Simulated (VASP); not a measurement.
# TiAl (P4mm) in VASP: further runs

Runs on TiAl. Level: PBEsol. Tasks: single point.

Everything below comes from runs of VASP 6.6.1. Logs are shortened: lines on timing, memory, paths and dates and some standing lists are left out, and cuts for length are marked.

### 1 The cell of the first run

The structure is tetragonal, space group P4mm (No. 99). Conventional cell: a = 3.156 Å, b = 3.156 Å, c = 3.156 Å, α = 90.00°, β = 90.00°, γ = 90.00°. Within 3.6 Å of Ti (site symmetry 4mm) lie 8 Al at 2.71 to 2.76 Å and 6 Ti at 3.16 Å. Al (site symmetry 4mm) has 8 Ti at 2.71 to 2.76 Å and 6 Al at 3.16 Å within 3.6 Å.

### 2 Single point, PBEsol

The input, INCAR:

```
PREC = Accurate
ENCUT = 520
EDIFF = 1E-7
ISMEAR = 0
SIGMA = 0.15
LREAL = False
LASPH = True
NELM = 60
ALGO = Fast
ISIF = 2
LWAVE = False
LCHARG = False
GGA = PS
NBANDS = 14
```

The input, KPOINTS:

```
Automatic mesh
0
Gamma
  20 20 20
```

The input, POSCAR:

```
TiAl
1.0
    3.1564740774      0.0000000000      0.0000000000
    0.0000000000      3.1564740774      0.0000000000
    0.0000000000      0.0000000000      3.1564740774
Ti Al
1 1
Direct
    0.0000000000      0.0000000000      0.0000000000
    0.4881196553      0.5000000000      0.5000000000
```

Potentials or basis: VASP PAW PBE potentials, release 64 (Ti_sv, Al).

Started as:

```sh
$ cat potpaw_PBE.64/Ti_sv/POTCAR potpaw_PBE.64/Al/POTCAR > POTCAR
$ mpirun -np 1 vasp_std > vasp.out
```

OUTCAR:

```text
PREC = Accurate
   ENCUT = 520
   EDIFF = 1E-7
   ISMEAR = 0
   LREAL = False
   LASPH = True
   NELM = 60
   ISIF = 2
   GGA = PS

 ion  position               nearest neighbor table
   1  0.000  0.000  0.000-   2 2.71   2 2.71   2 2.71   2 2.71   2 2.76   2 2.76   2 2.76   2 2.76

   2  0.488  0.500  0.500-   1 2.71   1 2.71   1 2.71   1 2.71   1 2.76   1 2.76   1 2.76   1 2.76

  LATTYP: Found a simple cubic cell.
 ALAT       =     3.1564740774

  Lattice vectors:

 A1 = (   3.1564740774,   0.0000000000,   0.0000000000)
 A2 = (   0.0000000000,   3.1564740774,   0.0000000000)
 A3 = (   0.0000000000,   0.0000000000,   3.1564740774)

Analysis of symmetry for initial positions (statically):
=====================================================================
 Subroutine PRICEL returns:
 Original cell was already a primitive cell.

 Routine SETGRP: Setting up the symmetry group for a
 simple cubic supercell.

 Subroutine GETGRP returns: Found  8 space group operations
 (whereof  8 operations were pure point group operations)
 out of a pool of 48 trial point group operations.

The static configuration has the point symmetry C_4v.

Analysis of symmetry for dynamics (positions and initial velocities):
=====================================================================
 Subroutine PRICEL returns:
 Original cell was already a primitive cell.

 Routine SETGRP: Setting up the symmetry group for a
 simple cubic supercell.

 Subroutine GETGRP returns: Found  8 space group operations
 (whereof  8 operations were pure point group operations)
 out of a pool of 48 trial point group operations.

The dynamic configuration has the point symmetry C_4v.

 Subroutine INISYM returns: Found  8 space group operations
 (whereof  8 operations are pure point group operations),
 and found     1 'primitive' translations

----------------------------------------------------------------------------------------

                                     Primitive cell

  volume of cell :      31.4490

  direct lattice vectors                    reciprocal lattice vectors
     3.156474077  0.000000000  0.000000000     0.316809191  0.000000000  0.000000000
     0.000000000  3.156474077  0.000000000     0.000000000  0.316809191  0.000000000
     0.000000000  0.000000000  3.156474077     0.000000000  0.000000000  0.316809191

  length of vectors
     3.156474077  3.156474077  3.156474077     0.316809191  0.316809191  0.316809191

  position of ions in fractional coordinates (direct lattice)
     0.000000000  0.000000000  0.000000000
     0.488119655  0.500000000  0.500000000

  ion indices of the primitive-cell ions
   primitive index   ion index
                 1           1
                 2           2

----------------------------------------------------------------------------------------

 KPOINTS: Automatic mesh

Automatic generation of k-mesh.
 Grid dimensions read from file:
 generate k-points for:   20   20   20

 Generating k-lattice:

  Cartesian coordinates                     Fractional coordinates (reciprocal lattice)
     0.015840460  0.000000000  0.000000000     0.050000000  0.000000000  0.000000000
     0.000000000  0.015840460  0.000000000     0.000000000  0.050000000  0.000000000
     0.000000000  0.000000000  0.015840460     0.000000000  0.000000000  0.050000000

  Length of vectors
     0.015840460  0.015840460  0.015840460

  Shift w.r.t. Gamma in fractional coordinates (k-lattice)
     0.000000000  0.000000000  0.000000000

 Subroutine IBZKPT returns following result:
 ===========================================

 Found    726 irreducible k-points:

 Following reciprocal coordinates:
            Coordinates               Weight
  0.000000  0.000000  0.000000      1.000000
  0.050000  0.000000  0.000000      2.000000
  0.000000  0.050000  0.000000      4.000000
  0.100000  0.000000  0.000000      2.000000
  0.000000  0.100000  0.000000      4.000000
  0.150000  0.000000  0.000000      2.000000
[... 16 lines left out ...]
  0.000000  0.050000  0.050000      4.000000
  0.100000  0.050000  0.000000      8.000000
 [... further k-points ...]
   k-points           NKPTS =    726   k-points in BZ     NKDIM =    726   number of bands    NBANDS=     14
   number of dos      NEDOS =    301   number of ions     NIONS =      2
   total plane-waves  NPLWV =  13824
   dimension x,y,z NGX =    24 NGY =   24 NGZ =   24
   dimension x,y,z NGXF=    48 NGYF=   48 NGZF=   48
   ions per type =               1   1
   NGX,Y,Z   is equivalent  to a cutoff of  12.64, 12.64, 12.64 a.u.
   NGXF,Y,Z  is equivalent  to a cutoff of  25.28, 25.28, 25.28 a.u.
 SYSTEM =  unknown system
   PREC   = accura    normal or accurate (medium, high low for compatibility)
   ISTART =      0    job   : 0-new  1-cont  2-samecut
   ICHARG =      2    charge: 1-file 2-atom 10-const
   ISPIN  =      1    spin polarized calculation?
   LNONCOLLINEAR =      F non collinear calculations
   LSORBIT =      F    spin-orbit coupling
   LASPH  =      T    aspherical Exc in radial PAW
   ENCUT  =  520.0 eV  38.22 Ry    6.18 a.u.   5.87  5.87  5.87*2*pi/ulx,y,z
   NELM   =     60;   NELMIN=  2; NELMDL= -5     # of ELM steps
   EDIFF  = 0.1E-06   stopping-criterion for ELM
   LREAL  =      F    real-space projection
   EDIFFG = 0.1E-05   stopping-criterion for IOM
   NSW    =      0    number of steps for IOM
   IBRION =     -1    ionic relax: 0-MD 1-quasi-New 2-CG
   NFREE  =      0    steps in history (QN), initial steepest desc. (CG)
   ISIF   =      2    stress and relaxation
   ISYM   =      2    0-nonsym 1-usesym 2-fastsym
   POTIM  = 0.5000    time-step for ionic-motion
   TEBEG  =    0.0;   TEEND  =   0.0 temperature during run
   PSTRESS=    0.0 pullay stress
   NELECT =      15.0000    total number of electrons
   NUPDOWN=      -1.0000    fix difference up-down
   EMIN   =  10.00;   EMAX   =-10.00  energy-range for DOS
   EFERMI =   0.00;   METHOD = LEGACY
   ISMEAR =     0;   SIGMA  =   0.15  broadening in eV -4-tet -1-fermi 0-gaus
   EFERMI_NEDOS =   21; number of points for ismear=-14 and -15
   IALGO  =     68    algorithm
   IMIX   =      4    mixing-type and parameters
     AMIX     =   0.40;   BMIX     =  1.00
     AMIX_MAG =   1.60;   BMIX_MAG =  1.00
  volume/ion in A,a.u.               =      15.72       106.11
  Fermi-wavevector in a.u.,A,eV,Ry     =   1.279096  2.417140 22.260297  1.636086
  Thomas-Fermi vector in A             =   2.411601
   LORBIT       =      0    0 simple, 1 ext, 2 COOP (PROOUT), +10 PAW based schemes
   GGA     = PS    functional components
   LHFCALC =     F    Hartree Fock is set to
   AEXX    =    0.0000 exact exchange contribution
   IVDW    =     0    specifies the selected vdW correction
   LEPSILON=     F    determine dielectric tensor
   LRPA    =     F    only Hartree local field effects (RPA)
 non-spin polarized calculation
 RMM-DIIS sequential band-by-band and
 Gauss-broadening in eV      SIGMA  =   0.15
  energy-cutoff  :      520.00
  volume of cell :       31.45
 maximum number of plane-waves:       876
 NGX is ok and might be reduce to    24
   NGX = 11   NGY = 11   NGZ = 11

 number of electron      14.9999993 magnetization

 Free energy of the ion-electron system (eV)
  ---------------------------------------------------
  ext. energy  EPLUGINS =         0.00000000
  ---------------------------------------------------
  free energy    TOTEN  =       -12.97632897 eV

  energy without entropy =      -12.94903264  energy(sigma->0) =      -12.96268081

 E-fermi :   8.9021     XC(G=0): -11.2824

 val. band max:        8.8942910676   @ k =   0.3000   0.3000   0.0500
 cond. band min:       8.9035206925   @ k =   0.3000   0.2000   0.3500
 fundamental gap:      0.0092296249
 Fermi energy:         8.9020980333

 k-point     1 :       0.0000    0.0000    0.0000
  band No.  band energies     occupation
      1     -47.7166      2.00000
      2     -24.0170      2.00000
      3     -24.0170      2.00000
      4     -24.0167      2.00000
      5      -0.4486      2.00000
      6       7.4155      2.00000
      7       7.4158      2.00000
      8      10.7393      0.00000
      9      10.7399      0.00000
     10      10.7399      0.00000
     11      13.4263      0.00000
     12      13.4263      0.00000
     13      13.4290      0.00000
     14      17.8718      0.00000

 k-point     2 :       0.0500    0.0000    0.0000
  band No.  band energies     occupation
      1     -47.7162      2.00000
      2     -24.0214      2.00000
      3     -24.0166      2.00000
      4     -24.0166      2.00000
      5      -0.4078      2.00000
      6       7.3975      2.00000
      7       7.4340      2.00000
      8      10.6652      0.00000
      9      10.6652      0.00000
     10      10.7443      0.00000
     11      13.2464      0.00000
     12      13.5302      0.00000
     13      13.5302      0.00000
     14      17.8230      0.00000

 k-point     3 :       0.0000    0.0500    0.0000
  band No.  band energies     occupation
      1     -47.7162      2.00000
      2     -24.0216      2.00000
      3     -24.0166      2.00000
      4     -24.0163      2.00000
      5      -0.4078      2.00000
      6       7.3973      2.00000
      7       7.4343      2.00000
      8      10.6638      0.00000
      9      10.6654      0.00000
     10      10.7457      0.00000
     11      13.2411      0.00000
     12      13.5303      0.00000
     13      13.5358      0.00000
     14      17.8165      0.00000
[... 324 lines left out ...]
 k-point    23 :       0.0000    0.0500    0.0500
  band No.  band energies     occupation
      1     -47.7158      2.00000
      2     -24.0215      2.00000
      3     -24.0210      2.00000
      4     -24.0159      2.00000
      5      -0.3672      2.00000
      6       7.3990      2.00000
      7       7.4338      2.00000
      8      10.5847      0.00000
      9      10.6355      0.00000
     10      10.7102      0.00000
     11      13.3126      0.00000
     12      13.3793      0.00000
     13      13.6397      0.00000
     14      17.8743      0.00000

 k-point    24 :       0.1000    0.0500    0.0000
  band No.  band energies     occupation
      1     -47.7146      2.00000
      2     -24.0345      2.00000
      3     -24.0200      2.00000
      4     -24.0150      2.00000
      5      -0.2459      2.00000
      6       7.3433      2.00000
      7       7.4801      2.00000
      8      10.3873      0.00000
      9      10.4622      0.00000
     10      10.7093      0.00000
     11      12.9052      0.00000
     12      13.6276      0.00000
     13      13.9048      0.00000
     14      17.7565      0.00000

 [... further k-points ...]

------------------------ aborting loop because EDIFF is reached ----------------------------------------

  FORCE on cell =-STRESS in cart. coord.  units (eV):
  Direction    XX          YY          ZZ          XY          YZ          ZX
  --------------------------------------------------------------------------------------
  -------------------------------------------------------------------------------------
  Total        0.0164325      0.0300008      0.0300008      0.0000000      0.0000000      0.0000000
  in kB        0.8371596      1.5283999      1.5283999      0.0000000      0.0000000      0.0000000
  external PRESSURE =       1.2979865 kB  Pullay stress =       0.0000000 kB

 VOLUME and BASIS-vectors are now :
 -----------------------------------------------------------------------------
  energy-cutoff  :      520.00
  volume of cell :       31.45
      direct lattice vectors                 reciprocal lattice vectors
     3.156474077  0.000000000  0.000000000     0.316809191  0.000000000  0.000000000
     0.000000000  3.156474077  0.000000000     0.000000000  0.316809191  0.000000000
     0.000000000  0.000000000  3.156474077     0.000000000  0.000000000  0.316809191

 POSITION                                       TOTAL-FORCE (eV/Angst)
 -----------------------------------------------------------------------------------
      0.00000      0.00000      0.00000        -0.248280     -0.000000      0.000000
      1.54074      1.57824      1.57824         0.248280      0.000000     -0.000000
 -----------------------------------------------------------------------------------
    total drift:                                0.000053     -0.000000      0.000000

  FREE ENERGIE OF THE ION-ELECTRON SYSTEM (eV)
  ---------------------------------------------------
  free  energy   TOTEN  =       -12.9763289686 eV

  energy  without entropy=      -12.9490326445  energy(sigma->0) =      -12.96268081
```

Run time: 5.4 min. Hardware: 1 thread of Intel Xeon Platinum 8259CL at 2.50GHz (Skylake/Cascade Lake), shared host; peak memory 0.42 GiB.

Results:

```
Free energy   : -12.9763 eV
Pressure      : 0.1 GPa
Largest force : 0.248 eV/Å
```

Forces in eV/Å, atoms in the order of the input:
```
Ti  -0.248  0.000  0.000
Al   0.248  0.000  0.000
```

Caveat: the cell differs from its parent crystal (all Al atoms moved +0.037 Å, as atom 2 towards its neighbour atom 2 (Al) at 3.156 Å); the PAW data sets were made with another functional, which shifts forces and pressure a little.

### 3 Single point, PBEsol

The input, INCAR:

```
PREC = Accurate
ENCUT = 520
EDIFF = 1E-6
ISMEAR = 0
SIGMA = 0.15
LREAL = F
LASPH = T
NELM = 80
ALGO = Fast
ISIF = 2
LWAVE = F
LCHARG = T
GGA = PS
LELF = T
LVHAR = T
NBANDS = 14
```

The input, KPOINTS:

```
regular mesh
0
Gamma
  20 20 20
```

Edit POSCAR of step 2 so:

```diff
@@ -9,2 +9,2 @@
     0.0000000000      0.0000000000      0.0000000000
-    0.4881196553      0.5000000000      0.5000000000
+    0.4960398851      0.5000000000      0.5000000000
```

Potentials or basis: VASP PAW PBE potentials, release 64 (Ti_sv, Al).

Started as:

```sh
$ cat potpaw_PBE.64/Ti_sv/POTCAR potpaw_PBE.64/Al/POTCAR > POTCAR
$ mpirun -np 1 vasp_std > vasp.out
```

It took 4.4 min on 1 thread of Intel Xeon Platinum 8259CL at 2.50GHz (Skylake/Cascade Lake), shared host; peak memory 0.42 GiB.

Results (log left out):

```
Free energy   : -12.9805 eV
Pressure      : 0.1 GPa
Largest force : 0.083 eV/Å
```

Forces on the atoms (eV/Å):
```
Ti  -0.083  0.000  0.000
Al   0.083  0.000  0.000
```

Levels at points of the mesh, in eV from the Fermi level:
| k point | band 5 | band 6 | band 7 | band 8 | band 9 | band 10 |
| --- | --- | --- | --- | --- | --- | --- |
| (0.00, 0.00, 0.00) | -9.35 | -1.49 | -1.49 | 1.84 | 1.84 | 1.84 |
| (0.50, 0.00, 0.00) | -6.04 | -5.25 | -0.57 | 0.14 | 0.14 | 2.05 |
| (0.00, 0.50, 0.00) | -6.04 | -5.25 | -0.57 | 0.14 | 0.14 | 2.05 |
| (0.50, 0.50, 0.00) | -5.06 | -2.09 | -2.09 | -1.50 | 0.70 | 0.70 |
| (0.00, 0.50, 0.50) | -5.06 | -2.09 | -2.09 | -1.50 | 0.70 | 0.70 |
| (0.50, 0.50, 0.50) | -3.16 | -3.16 | -3.16 | 0.78 | 2.90 | 2.90 |

Caveat: the cell differs from its parent crystal (all Al atoms moved +0.013 Å, as atom 2 towards its neighbour atom 2 (Al) at 3.156 Å); the PAW data sets were made with another functional, which shifts forces and pressure a little.
